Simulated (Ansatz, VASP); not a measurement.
MgCd5Te6: VASP beside Ansatz

```xyz
12
Lattice="4.6729 0.0000 0.0000 0.0000 4.6729 0.0000 0.0000 0.0000 19.7508" Properties=species:S:1:pos:R:3 pbc="T T T"
Mg    2.3364    2.3364    0.0000
Cd    0.0000    0.0000   16.5030
Cd    0.0000    0.0000    3.2477
Cd    2.3364    2.3364    6.5610
Cd    0.0000    0.0000    9.8754
Cd    2.3364    2.3364   13.1898
Te    2.3364    0.0000    1.5840
Te    0.0000    2.3364    4.9045
Te    2.3364    0.0000    8.2181
Te    0.0000    2.3364   11.5326
Te    2.3364    0.0000   14.8463
Te    0.0000    2.3364   18.1668
```

Alike in both runs: functional PBE; k mesh 6 × 6 × 2; no spin polarisation.

Ansatz relaxed the structure, and its values are those at the end. VASP's run is a single point on that final structure, the one shown.

|  | VASP | Ansatz |
| --- | --- | --- |
| version | VASP 6.6.1 | Ansatz 0.2.0 |
| potentials or method | VASP PAW PBE potentials, release 64 (Mg, Cd, Te), cutoff 600 eV | scalar-relativistic, plane waves, PAW |
| occupations | gaussian, width 0.01 eV | fixed |
| valence electrons in the cell | 98 | 206 |

VASP gave:

- gap on the k mesh at the Fermi level (eV): 0.82
- least direct gap on the mesh (eV): 0.82
- pressure (GPa): 0.1
- rms of the force components (eV/Å): 0.004

Problem. Estimate Ansatz's values.

Solution. gap on the k mesh at the Fermi level (eV): 0.82; least direct gap on the mesh (eV): 0.82; pressure (GPa): 0.0; rms of the force components (eV/Å): 0.000.

VASP's potentials hold 98 valence electrons a cell and Ansatz's 206, so a difference there can come from the potentials and not from the codes.

Spin-orbit coupling is off throughout.
